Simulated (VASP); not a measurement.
Wanted: the native input for a VASP 6.6.1 run.

```
Task                   : single point
Functional             : LDA
Potentials or basis    : VASP PAW LDA potentials, release 64 (C)
Cutoff                 : 520 eV
k mesh                 : 12 × 12 × 4
Occupations            : gaussian, width 0.05 eV
Spin                   : no spin polarisation
Dipole correction      : no
Further INCAR settings : ALGO = Normal; EDIFF = 1e-06; NBANDS = 26
```

The structure of C lies in POSCAR:

```
C
1.0
    2.5477576841      0.0000000000      0.0000000000
   -1.2738788420      2.2064228771      0.0000000000
    0.0000000000      0.0000000000      7.8306598603
C
8
Direct
    0.0000000000      0.0000000000      0.1002408971
    0.0000000000      0.0000000000      0.6002408971
    0.0000000000      0.0000000000      0.3997591029
    0.0000000000      0.0000000000      0.8997591029
    0.3333333333      0.6666666667      0.1498652280
    0.6666666667      0.3333333333      0.6498652280
    0.3333333333      0.6666666667      0.3501347720
    0.6666666667      0.3333333333      0.8501347720
```

This cell differs from its parent crystal: atoms displaced along a vibrational mode, the cell strained.

The input as run:

INCAR

```
SYSTEM = C
ALGO = Normal ; EDIFF = 1E-6
ENCUT = 520 ; ISIF = 2
ISMEAR = 0 ; LASPH = .TRUE.
LCHARG = .FALSE. ; LREAL = .FALSE.
LWAVE = .FALSE. ; NBANDS = 26
NELM = 60 ; PREC = Accurate
SIGMA = 0.05
```

KPOINTS

```
k-points
0
G
  12 12 4
  0 0 0
```

Potentials or basis: VASP PAW LDA potentials, release 64 (C).

The run is started by

```console
$ cat potpaw_LDA.64/C/POTCAR > POTCAR
$ mpirun -np 1 vasp_std > vasp.out
```

Results of the run:

```yaml
Pressure: 4.1 GPa
Largest_force: 3.956 eV/Å
Band_gap_on_the_k_mesh: 2.04 eV (least direct gap 3.83 eV)
```

Caveat: the cell differs from its parent crystal (atoms displaced along a vibrational mode, the cell strained); the stress differs along the axes, from -22 to 57 GPa; forces of over 1 eV/Å act on the atoms, so gaps and moduli don't describe the material at rest.

It took 30 s on 1 thread of Intel(R) Xeon(R) Platinum 8559C (Emerald Rapids) (shared host), peak memory 0.16 GiB.
